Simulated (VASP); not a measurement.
Mg3Sn3N, 7 atoms in the cell. It takes space group P4/mmm (No. 123, tetragonal). Conventional cell: a = 3.206 Å, b = 3.206 Å, c = 14.412 Å, α = 90.00°, β = 90.00°, γ = 90.00°. Mg (site symmetry 4mm) has 1 N at 2.09 Å within 2.8 Å. Mg (site symmetry 4/mmm) has 4 N at 2.27 Å and 12 Mg at 3.08 to 3.21 Å within 3.3 Å. Sn (site symmetry 4mm) has 5 Mg at 3.17 to 4.30 Å and 8 Sn at 3.21 to 3.69 Å within 4.3 Å. Sn (site symmetry 4/mmm) has 12 Sn at 3.21 to 3.69 Å within 4.2 Å. N (site symmetry 4/mmm) has 6 Mg at 2.09 to 2.27 Å within 2.8 Å. 

- Program: VASP 6.6.1
- Task: single point
- Functional: PBE
- Potentials or basis: VASP PAW PBE potentials, release 64 (Mg, Sn_d, N)
- Cutoff: 520 eV
- k mesh: 6 × 6 × 2
- Occupations: gaussian, width 0.2 eV
- Spin: no spin polarisation
- Dipole correction: no
- Further INCAR settings: ALGO = Normal; EDIFF = 1e-06; NBANDS = 36

Potentials or basis: VASP PAW PBE potentials, release 64 (Mg, Sn_d, N).

Launch:

```console
$ cat potpaw_PBE.64/Mg/POTCAR potpaw_PBE.64/Sn_d/POTCAR potpaw_PBE.64/N/POTCAR > POTCAR
$ mpirun -np 1 vasp_std > vasp.out
```

Hardware: 1 thread of Intel Xeon 8259CL, with other jobs on the host.

Task: How long does it take, and how much memory?

Result: It took 2.7 min on 1 thread of Intel Xeon 8259CL, with other jobs on the host, peak memory 0.29 GiB. Counts: scf iterations 15, k points 20.
